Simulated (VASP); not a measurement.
Crystal: ZrB2.

```xyz
3
Lattice="3.1700 0.0000 0.0000 -1.5850 2.7453 0.0000 0.0000 0.0000 3.5330" Properties=species:S:1:pos:R:3 pbc="T T T"
Zr    0.0000    0.0000    0.0000
B     1.5850    0.9151    1.7665
B     0.0000    1.8302    1.7665
```

```yaml
Program: VASP 6.6.1
Task: relaxation of cell and atoms
Functional: PBEsol
Dispersion: D4
Potentials_or_basis: VASP PAW PBE potentials, release 64 (Zr_sv, B)
Cutoff: 600 eV
k_mesh: 10 × 10 × 8
Occupations: fermi-dirac, width 0.05 eV
Spin: no spin polarisation
```

At the start: pressure -7.0 GPa; volume 10.25 Å³/atom.

**Question.** Where does the relaxation end?

**Answer.** Over 5 steps the energy falls by 6.8 meV/atom and the volume is 9.95 Å³/atom (-2.9 %); space group P6/mmm (No. 191, to 0.05 Å).

Step by step:
| step | energy change (eV) | largest force (eV/Å) | pressure (GPa) | volume (Å³) |
| --- | --- | --- | --- | --- |
| 1 | 0.0000 | 0.0000 | -6.99 | 30.75 |
| 2 | 0.0120 | 0.0000 | 10.00 | 28.80 |
| 3 | -0.0200 | 0.0000 | 0.00 | 29.87 |
| 4 | -0.0200 | 0.0000 | 0.14 | 29.85 |
| 5 | -0.0203 | 0.0000 | 0.11 | 29.85 |

Final structure:
```xyz
3
Lattice="3.1445 0.0000 0.0000 -1.5722 2.7232 0.0000 0.0000 0.0000 3.4857" Properties=species:S:1:pos:R:3 pbc="T T T"
Zr    0.0000    0.0000    0.0000
B     1.5722    0.9077    1.7428
B     0.0000    1.8155    1.7428
```

Caveat: the PAW data sets were made with another functional, which shifts forces and pressure a little; pairwise dispersion overbinds metals, which lowers pressure and volume.
